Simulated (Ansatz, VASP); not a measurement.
**One calculation of Re, two programs**

```xyz
2
Lattice="2.7683 0.0000 0.0000 0.0000 3.9150 0.0000 0.0000 0.0000 17.3842" Properties=species:S:1:pos:R:3 pbc="T T T"
Re    0.6921    0.9787    8.1840
Re    2.0762    2.9362    9.2002
```

Alike in both runs: functional PBE; k mesh 15 × 11 × 1; occupations fermi-dirac, width 0.08 eV; no spin polarisation.

Ansatz relaxed the structure, and its values are those at the end. VASP's run is a single point on that final structure, the one shown.

```csv
,VASP,Ansatz
version,VASP 6.6.1,Ansatz 0.2.0
potentials or method,"VASP PAW PBE potentials, release 64 (Re), cutoff 520 eV","all-electron LAPW, scalar-relativistic"
```

Ansatz gave:

* rms of the force components (eV/Å): 0.001

Question: Which values does VASP return?

Answer: rms of the force components (eV/Å): 0.053.

Ansatz ran all-electron here, and VASP with PAW potentials.

Spin-orbit coupling is off throughout.
